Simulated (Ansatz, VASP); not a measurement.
**Two plane-wave programs on Sn**

```xyz
2
Lattice="3.3149 0.0000 0.0000 -1.6575 2.8708 0.0000 0.0000 0.0000 5.5129" Properties=species:S:1:pos:R:3 pbc="T T T"
Sn    0.0000    1.9139    1.3782
Sn    1.6575    0.9569    4.1346
```

Alike in both runs: task single point; functional PBEsol; k mesh 12 × 12 × 7; occupations fermi-dirac, width 0.1 eV; no spin polarisation.

|  | VASP | Ansatz |
| --- | --- | --- |
| version | VASP 6.6.1 | Ansatz 0.2.0 |
| potentials or method | VASP PAW PBE potentials, release 64 (Sn_d), cutoff 520 eV | plane waves (420 eV) with PAW, scalar-relativistic |
| valence electrons in the cell | 28 | 28 |

```csv
,VASP,Ansatz,Ansatz less VASP
pressure (GPa),-0.1,0.0,+0.06
"traceless stress, the component that is largest in VASP (GPa)",-1.01,-1.01,+0.001
```

VASP's potentials were made for PBE, not for PBEsol, and Ansatz warns of the same on its side. With one functional, cell and mesh, what is left measures potentials, basis and numerics.
